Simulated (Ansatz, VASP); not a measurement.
## CaO in VASP and in Ansatz

```
Ca O
1.0
     2.93442    0.00000    0.00000
     0.00000    2.93442    0.00000
     0.00000    0.00000    2.93442
Ca O
1 1
Direct
  0.50000 0.50000 0.50000
  0.00000 0.00000 0.00000
```

Change from the starting cell: species swapped into the ZrIr type (P4/mmm, No. 123).

Alike in both runs: functional PBE; k mesh 8 × 8 × 8; occupations gaussian, width 0.02 eV; no spin polarisation.

Ansatz relaxed the structure, and its values are those at the end. VASP's run is a single point on that final structure, the one shown.

```csv
,VASP,Ansatz
version,VASP 6.6.1,Ansatz 0.2.0
potentials or method,"VASP PAW PBE potentials, release 64 (Ca_sv, O), cutoff 520 eV","scalar-relativistic, plane waves, PAW"
valence electrons in the cell,16,16
```

```csv
,VASP,Ansatz,Ansatz less VASP
gap on the k mesh at the Fermi level (eV),2.77,2.78,+0.013
least direct gap on the mesh (eV),3.08,3.09,+0.013
pressure (GPa),0.5,0.0,-0.58
```
